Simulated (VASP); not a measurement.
# GaN (P6_3mc) in VASP: further runs

Runs on GaN. Level: PBE. Tasks: single point, relaxation of cell and atoms.

Program: VASP 6.6.1. These are calculated values, not measurements. Logs are shortened: lines on timing, memory, paths and dates and some standing lists are left out, and cuts for length are marked.

**The experiment to reproduce.**

From “Studying electronic properties in GaN without electrical contacts using γ-γ vs e−-γ Perturbed Angular Correlations”, 2019, pmc:6823545, for a bulk crystal of GaN: band gap 3.503 ± 0.005 eV (direct).

The runs below are set against these values where they give the same quantity.

**1. The cell of the first run**

It takes space group P6_3mc (No. 186, hexagonal). Conventional cell: a = 3.218 Å, b = 3.218 Å, c = 5.243 Å, α = 90.00°, β = 90.00°, γ = 120.00°. Within 2.6 Å of Ga (site symmetry 3m) lie 4 N at 1.97 to 1.98 Å. N (site symmetry 3m) has 4 Ga at 1.97 to 1.98 Å within 2.6 Å.

**2. Single point, PBE**

The input, INCAR:

```
  PREC = Accurate
  ENCUT = 520
  EDIFF = 1E-6
  ISMEAR = 0
  SIGMA = 0.01
  LREAL = Auto
  LASPH = True
  NELM = 100
  ALGO = Normal
  ISIF = 2
  LWAVE = False
  LCHARG = False
  GGA = PE
  NBANDS = 246
  LUSENCCL = False
```

The input, KPOINTS:

```
Automatic mesh
0
Gamma
  2 2 2
  0.5 0.5 0.5
```

The input, POSCAR:

```
GaN
1.0
    3.2184289238     -5.5744824166     -5.2430304959
   -6.4368578476      0.0000000000     -5.2430304959
    3.2184289238      5.5744824166     -5.2430304959
Ga N
24 24
Direct
    0.3336227707      0.5002894373      0.1669561040
    0.0002894373      0.1669561040      0.8336227707
    0.6669561040      0.3336227707      0.0002894373
    0.1669561040      0.8336227707      0.0002894373
    0.1669561040      0.3336227707      0.5002894373
    0.8336227707      0.0002894373      0.1669561040
    0.5002894373      0.6669561040      0.8336227707
    0.8336227707      0.5002894373      0.6669561040
    0.5002894373      0.1669561040      0.3336227707
    0.3336227707      0.0002894373      0.6669561040
    0.0002894373      0.6669561040      0.3336227707
    0.6669561040      0.8336227707      0.5002894373
    0.6669561040      0.5002894373      0.3336227707
    0.3336227707      0.1669561040      0.0002894373
    0.0002894373      0.3336227707      0.1669561040
    0.5002894373      0.8336227707      0.1669561040
    0.5002894373      0.3336227707      0.6669561040
    0.1669561040      0.0002894373      0.3336227707
    0.8336227707      0.6669561040      0.0002894373
    0.1669561040      0.5002894373      0.8336227707
    0.8336227707      0.1669561040      0.5002894373
    0.6669561040      0.0002894373      0.8336227707
    0.3336227707      0.6669561040      0.5002894373
    0.0002894373      0.8336227707      0.6669561040
    0.5413772293      0.7080438960      0.3747105627
    0.2080438960      0.3747105627      0.0413772293
    0.8747105627      0.5413772293      0.2080438960
    0.3747105627      0.0413772293      0.2080438960
    0.3747105627      0.5413772293      0.7080438960
    0.0413772293      0.2080438960      0.3747105627
    0.7080438960      0.8747105627      0.0413772293
    0.0413772293      0.7080438960      0.8747105627
    0.7080438960      0.3747105627      0.5413772293
    0.5413772293      0.2080438960      0.8747105627
    0.2080438960      0.8747105627      0.5413772293
    0.8747105627      0.0413772293      0.7080438960
    0.5413772293      0.3747105627      0.2080438960
    0.2080438960      0.0413772293      0.8747105627
    0.8747105627      0.2080438960      0.0413772293
    0.3747105627      0.7080438960      0.0413772293
    0.3747105627      0.2080438960      0.5413772293
    0.0413772293      0.8747105627      0.2080438960
    0.7080438960      0.5413772293      0.8747105627
    0.0413772293      0.3747105627      0.7080438960
    0.7080438960      0.0413772293      0.3747105627
    0.5413772293      0.8747105627      0.7080438960
    0.2080438960      0.5413772293      0.3747105627
    0.8747105627      0.7080438960      0.5413772293
```

Potentials or basis: VASP PAW PBE potentials, release 64 (Ga_d, N).

The run is started by

```bash
> cat potpaw_PBE.64/Ga_d/POTCAR potpaw_PBE.64/N/POTCAR > POTCAR
> mpirun -np 1 vasp_std > vasp.out
```

OUTCAR:

```text
PREC = Accurate
   ENCUT = 520
   EDIFF = 1E-6
   ISMEAR = 0
   LREAL = Auto
   LASPH = True
   NELM = 100
   ISIF = 2
   GGA = PE

 ion  position               nearest neighbor table
   1  0.334  0.500  0.167-  37 1.97  40 1.97  47 1.97  26 1.98
   2  0.000  0.167  0.834-  39 1.97  38 1.97  44 1.97  36 1.98
   3  0.667  0.334  0.000-  43 1.97  39 1.97  37 1.97  34 1.98
   4  0.167  0.834  0.000-  38 1.97  40 1.97  42 1.97  32 1.98
   5  0.167  0.334  0.500-  47 1.97  41 1.97  44 1.97  30 1.98
   6  0.834  0.000  0.167-  42 1.97  39 1.97  45 1.97  31 1.98
[... 40 lines left out ...]
  47  0.208  0.541  0.375-   5 1.97  11 1.97   1 1.97  23 1.98
  48  0.875  0.708  0.541-  11 1.97  12 1.97   8 1.97  24 1.98

  LATTYP: Found a trigonal (rhomboedric) cell.
 ALAT       =     8.3019580661
 COS(alpha) =     0.0982668729

  Lattice vectors:

 A1 = (   3.2184289238,  -5.5744824166,  -5.2430304959)
 A2 = (  -6.4368578476,   0.0000000000,  -5.2430304959)
 A3 = (   3.2184289238,   5.5744824166,  -5.2430304959)

Analysis of symmetry for initial positions (statically):
=====================================================================
 Subroutine PRICEL returns following result:

  LATTYP: Found a hexagonal cell.
 ALAT       =     3.2184289244
 C/A-ratio  =     1.6290651802

  Lattice vectors:

 A1 = (   3.2184289244,   0.0000000000,   0.0000000000)
 A2 = (  -1.6092144613,  -2.7872412083,   0.0000000000)
 A3 = (   0.0000000013,   0.0000000000,  -5.2430304959)

  12 primitive cells build up your supercell.

 Routine SETGRP: Setting up the symmetry group for a
 trigonal (rhombohedral) supercell.

 Subroutine GETGRP returns: Found  6 space group operations
 (whereof  3 operations were pure point group operations)
 out of a pool of 12 trial point group operations.

The static configuration has the point symmetry C_3 .
 The point group associated with its full space group is C_3v.

Analysis of symmetry for dynamics (positions and initial velocities):
=====================================================================
 Subroutine PRICEL returns following result:

  LATTYP: Found a hexagonal cell.
 ALAT       =     3.2184289244
 C/A-ratio  =     1.6290651802

  Lattice vectors:

 A1 = (   3.2184289244,   0.0000000000,   0.0000000000)
 A2 = (  -1.6092144613,  -2.7872412083,   0.0000000000)
 A3 = (   0.0000000013,   0.0000000000,  -5.2430304959)

  12 primitive cells build up your supercell.

 Routine SETGRP: Setting up the symmetry group for a
 trigonal (rhombohedral) supercell.

 Subroutine GETGRP returns: Found  6 space group operations
 (whereof  3 operations were pure point group operations)
 out of a pool of 12 trial point group operations.

The dynamic configuration has the point symmetry C_3 .
 The point group associated with its full space group is C_3v.

 Subroutine INISYM returns: Found  6 space group operations
 (whereof  3 operations are pure point group operations),
 and found    12 'primitive' translations

----------------------------------------------------------------------------------------

                                     Primitive cell

  volume of cell :      47.0328

  direct lattice vectors                    reciprocal lattice vectors
     3.218428924  0.000000000  0.000000000     0.310710606 -0.179388852  0.000000000
    -1.609214461 -2.787241208  0.000000000     0.000000000 -0.358777704 -0.000000000
     0.000000001  0.000000000 -5.243030496     0.000000000 -0.000000000 -0.190729388

  length of vectors
     3.218428924  3.218428923  5.243030496     0.358777703  0.358777704  0.190729388

  position of ions in fractional coordinates (direct lattice)
     0.666666666  0.333333333  0.000868312
     0.333333333  0.666666667  0.500868312
     0.666666666  0.333333333  0.624131688
     0.333333333  0.666666667  0.124131688

  ion indices of the primitive-cell ions
   primitive index   ion index
                 1           1
                 2          13
                 3          26
                 4          37

----------------------------------------------------------------------------------------

 KPOINTS: Automatic mesh

Automatic generation of k-mesh.
 Grid dimensions read from file:
 generate k-points for:    2    2    2

 Generating k-lattice:

  Cartesian coordinates                     Fractional coordinates (reciprocal lattice)
     0.025892550 -0.044847213 -0.031788231     0.500000000  0.000000000 -0.000000000
    -0.051785101  0.000000000 -0.031788231     0.000000000  0.500000000  0.000000000
     0.025892550  0.044847213 -0.031788231    -0.000000000  0.000000000  0.500000000

  Length of vectors
     0.060763380  0.060763380  0.060763380

  Shift w.r.t. Gamma in fractional coordinates (k-lattice)
     0.500000000  0.500000000  0.500000000

 Subroutine IBZKPT returns following result:
 ===========================================

 Found      2 irreducible k-points:

 Following reciprocal coordinates:
            Coordinates               Weight
  0.250000  0.250000  0.250000      2.000000
 -0.250000  0.250000  0.250000      6.000000
   k-points           NKPTS =      2   k-points in BZ     NKDIM =      2   number of bands    NBANDS=    246
   number of dos      NEDOS =    301   number of ions     NIONS =     48
   total plane-waves  NPLWV = 262144
   dimension x,y,z NGX =    64 NGY =   64 NGZ =   64
   dimension x,y,z NGXF=   128 NGYF=  128 NGZF=  128
   ions per type =              24  24
   NGX,Y,Z   is equivalent  to a cutoff of  12.82, 12.82, 12.82 a.u.
   NGXF,Y,Z  is equivalent  to a cutoff of  25.63, 25.63, 25.63 a.u.
 SYSTEM =  unknown system
   PREC   = accura    normal or accurate (medium, high low for compatibility)
   ISTART =      0    job   : 0-new  1-cont  2-samecut
   ICHARG =      2    charge: 1-file 2-atom 10-const
   ISPIN  =      1    spin polarized calculation?
   LNONCOLLINEAR =      F non collinear calculations
   LSORBIT =      F    spin-orbit coupling
   LASPH  =      T    aspherical Exc in radial PAW
   ENCUT  =  520.0 eV  38.22 Ry    6.18 a.u.  15.44 15.44 15.44*2*pi/ulx,y,z
   NELM   =    100;   NELMIN=  2; NELMDL= -5     # of ELM steps
   EDIFF  = 0.1E-05   stopping-criterion for ELM
   LREAL  =      T    real-space projection
   EDIFFG = 0.1E-04   stopping-criterion for IOM
   NSW    =      0    number of steps for IOM
   IBRION =     -1    ionic relax: 0-MD 1-quasi-New 2-CG
   NFREE  =      0    steps in history (QN), initial steepest desc. (CG)
   ISIF   =      2    stress and relaxation
   ISYM   =      2    0-nonsym 1-usesym 2-fastsym
   POTIM  = 0.5000    time-step for ionic-motion
   TEBEG  =    0.0;   TEEND  =   0.0 temperature during run
   PSTRESS=    0.0 pullay stress
   NELECT =     432.0000    total number of electrons
   NUPDOWN=      -1.0000    fix difference up-down
   EMIN   =  10.00;   EMAX   =-10.00  energy-range for DOS
   EFERMI =   0.00;   METHOD = LEGACY
   ISMEAR =     0;   SIGMA  =   0.01  broadening in eV -4-tet -1-fermi 0-gaus
   EFERMI_NEDOS =   21; number of points for ismear=-14 and -15
   IALGO  =     38    algorithm
   IMIX   =      4    mixing-type and parameters
     AMIX     =   0.40;   BMIX     =  1.00
     AMIX_MAG =   1.60;   BMIX_MAG =  1.00
  volume/ion in A,a.u.               =      11.76        79.35
  Fermi-wavevector in a.u.,A,eV,Ry     =   1.497529  2.829920 30.512351  2.242595
  Thomas-Fermi vector in A             =   2.609406
   LORBIT       =      0    0 simple, 1 ext, 2 COOP (PROOUT), +10 PAW based schemes
   GGA     = PE    functional components
   LHFCALC =     F    Hartree Fock is set to
   AEXX    =    0.0000 exact exchange contribution
   IVDW    =     0    specifies the selected vdW correction
   LEPSILON=     F    determine dielectric tensor
   LRPA    =     F    only Hartree local field effects (RPA)
 non-spin polarized calculation
 Gauss-broadening in eV      SIGMA  =   0.01
  energy-cutoff  :      520.00
  volume of cell :      564.39
 maximum number of plane-waves:     15214
 NGX is ok and might be reduce to    64

 number of electron     432.0000057 magnetization

 Free energy of the ion-electron system (eV)
  ---------------------------------------------------
  ext. energy  EPLUGINS =         0.00000000
  ---------------------------------------------------
  free energy    TOTEN  =      -291.96540148 eV

  energy without entropy =     -291.96540148  energy(sigma->0) =     -291.96540148

 E-fermi :   4.9441     XC(G=0): -11.5151

 val. band max:        4.8564036310   @ k =   0.2500   0.2500   0.2500
 cond. band min:       7.9466922818   @ k =   0.2500   0.2500   0.2500
 fundamental gap:      3.0902886508
 Fermi energy:         4.9440826155

 k-point     1 :       0.2500    0.2500    0.2500
  band No.  band energies     occupation
      1     -10.5623      2.00000
      2     -10.1480      2.00000
      3     -10.1480      2.00000
      4     -10.1480      2.00000
      5      -9.9656      2.00000
      6      -9.9495      2.00000
[... 220 lines left out ...]
    227      10.0186      0.00000
    228      10.1925      0.00000

 k-point     2 :      -0.2500    0.2500    0.2500
  band No.  band energies     occupation
      1     -10.5259      2.00000
      2     -10.1963      2.00000
      3     -10.1546      2.00000
      4     -10.1546      2.00000
      5     -10.0138      2.00000
      6      -9.9734      2.00000
[... 220 lines left out ...]
    227      10.1740      0.00000
    228      10.2133      0.00000
 [bands above 228 left out]

------------------------ aborting loop because EDIFF is reached ----------------------------------------

  FORCE on cell =-STRESS in cart. coord.  units (eV):
  Direction    XX          YY          ZZ          XY          YZ          ZX
  --------------------------------------------------------------------------------------
  -------------------------------------------------------------------------------------
  Total        0.2497269      0.2497269      0.4361531      0.0000000      0.0000000      0.0000000
  in kB        0.7089144      0.7089144      1.2381333      0.0000000      0.0000000      0.0000000
  external PRESSURE =       0.8853207 kB  Pullay stress =       0.0000000 kB

 VOLUME and BASIS-vectors are now :
 -----------------------------------------------------------------------------
  energy-cutoff  :      520.00
  volume of cell :      564.39
      direct lattice vectors                 reciprocal lattice vectors
     3.218428924 -5.574482417 -5.243030496     0.051785101 -0.089694426 -0.063576463
    -6.436857848  0.000000000 -5.243030496    -0.103570202  0.000000000 -0.063576463
     3.218428924  5.574482417 -5.243030496     0.051785101  0.089694426 -0.063576463

 POSITION                                       TOTAL-FORCE (eV/Angst)
 -----------------------------------------------------------------------------------
     -1.60921     -0.92908     -5.24758         0.000000     -0.000000     -0.000082
      1.60921      4.64540     -5.24758         0.000000      0.000000     -0.000082
     -0.00000     -3.71632     -5.24758        -0.000000      0.000000     -0.000082
     -4.82764     -0.92908     -5.24758        -0.000000     -0.000000     -0.000082
     -0.00000      1.85816     -5.24758         0.000000     -0.000000     -0.000082
      3.21843     -3.71632     -5.24758        -0.000000     -0.000000     -0.000082
[... 40 lines left out ...]
     -1.60921      0.92908     -5.89386        -0.000000      0.000000      0.000082
      0.00000     -1.85816    -11.13689        -0.000000      0.000000      0.000082
 -----------------------------------------------------------------------------------
    total drift:                                0.000002     -0.000011      0.021912

  FREE ENERGIE OF THE ION-ELECTRON SYSTEM (eV)
  ---------------------------------------------------
  free  energy   TOTEN  =      -291.9654014757 eV

  energy  without entropy=     -291.9654014757  energy(sigma->0) =     -291.96540148
```

Wall time 79 s (1 × NVIDIA H100 80GB with 1 thread of AMD EPYC 7R13 (Zen 3), shared host); peak memory 1.6 GiB.

Results:

| Item | Value |
| --- | --- |
| Free energy | -291.9654 eV |
| Pressure | 0.1 GPa |
| Band gap on the k mesh | 3.09 eV |

Caveat: a shifted mesh leaves out Γ, where band edges can lie.

**3. Relaxation of cell and atoms, PBE**

This run uses another cell than the first one: it holds 4 atoms, not 48.

The input, INCAR:

```
SYSTEM = GaN
  ALGO = Normal
  EDIFF = 1E-6
  EDIFFG = -0.005
  ENCUT = 600
  GGA = PE
  IBRION = 2
  ISIF = 3
  ISMEAR = 0
  LASPH = .TRUE.
  LCHARG = .FALSE.
  LREAL = .FALSE.
  LWAVE = .FALSE.
  NELM = 60
  NSW = 100
  PREC = Accurate
  SIGMA = 0.02
```

The input, KPOINTS:

```
k-points
0
G
  12 12 6
  0 0 0
```

The input, POSCAR:

```
GaN
1.0
    3.1800000000      0.0000000000      0.0000000000
   -1.5900000000      2.7539607840      0.0000000000
    0.0000000000      0.0000000000      5.1660000000
Ga N
2 2
Direct
    0.3333333333      0.6666666667      0.0000000000
    0.6666666667      0.3333333333      0.5000000000
    0.3333333333      0.6666666667      0.3750000000
    0.6666666667      0.3333333333      0.8750000000
```

Potentials or basis: VASP PAW PBE potentials, release 64 (Ga_d, N).

The run is started by

```bash
> cat potpaw_PBE.64/Ga_d/POTCAR potpaw_PBE.64/N/POTCAR > POTCAR
> mpirun -np 1 vasp_std > vasp.out
```

It took 13 min on 1 thread of Intel Xeon 8259CL, shared host; peak memory 0.24 GiB.

Results (log left out):

```
Free energy                           : -24.3284 eV
Relaxed volume                        : 11.76 Å³/atom
Relaxed cell                          : a = 3.218 Å, b = 3.218 Å, c = 5.244 Å, α = 90.00°, β = 90.00°, γ = 120.00°
Space group after relaxing (to 0.1 Å) : P6_3mc (No. 186)
Energy gained by relaxing             : 10.1 meV/atom
Ionic steps                           : 10
Pressure after relaxing               : 0.0 GPa
Band gap on the k mesh                : 1.71 eV
```

The path:
| step | energy change (eV) | largest force (eV/Å) | pressure (GPa) | volume (Å³) |
| --- | --- | --- | --- | --- |
| 1 | 0.0000 | 0.1347 | 7.17 | 45.24 |
| 2 | -0.0120 | 0.0620 | -5.25 | 48.63 |
| 3 | -0.0402 | 0.0105 | -0.03 | 47.03 |
| 4 | -0.0402 | 0.0127 | 0.13 | 47.00 |
| 5 | -0.0403 | 0.0073 | 0.09 | 47.00 |
| 6 | -0.0403 | 0.0046 | 0.10 | 47.00 |
| 7 | -0.0403 | 0.0016 | -0.09 | 47.05 |
| 8 | -0.0403 | 0.0022 | 0.15 | 47.03 |
| 9 | -0.0403 | 0.0003 | -0.13 | 47.04 |
| 10 | -0.0403 | 0.0014 | -0.04 | 47.03 |

Final structure:
```
Ga N
1.0
     3.21807    0.00000    0.00000
    -1.60904    2.78693    0.00000
     0.00000    0.00000    5.24419
Ga N
2 2
Cartesian
  0.0000 1.8580 5.2398
  1.6090 0.9290 2.6177
  0.0000 1.8580 1.9709
  1.6090 0.9290 4.5930
```

Levels at points of the mesh, in eV from the valence-band top:
| k point | band 16 | band 17 | band 18 | band 19 | band 20 | band 21 |
| --- | --- | --- | --- | --- | --- | --- |
| (0.00, 0.00, 0.00) | -0.04 | 0.00 | 0.00 | 1.71 | 4.07 | 9.02 |
| (0.50, 0.00, 0.00) | -2.64 | -2.12 | -0.96 | 4.98 | 5.37 | 5.98 |
| (0.00, 0.00, 0.50) | -0.51 | -0.51 | -0.51 | 4.06 | 4.06 | 8.31 |
| (0.50, 0.00, 0.50) | -1.87 | -1.83 | -1.83 | 4.31 | 4.31 | 7.58 |

A hybrid or GW would open this gap; PBE tends to underestimate it. PBE usually gives volumes a little too large and moduli too small.

**4. How close it comes**

Step 2. Measured gap of GaN: 3.503 eV (direct; quoted in “Studying electronic properties in GaN without electrical contacts using γ-γ vs e−-γ Perturbed Angular Correlations”, 2019, pmc:6823545). This calculation gives 3.09 eV (-0.41 eV). Spin-orbit coupling on Ga is left out. The value is that of PBE on a finite k mesh, which can miss the band edges, without temperature or zero-point motion. Semilocal functionals fall short of measured gaps as a rule.
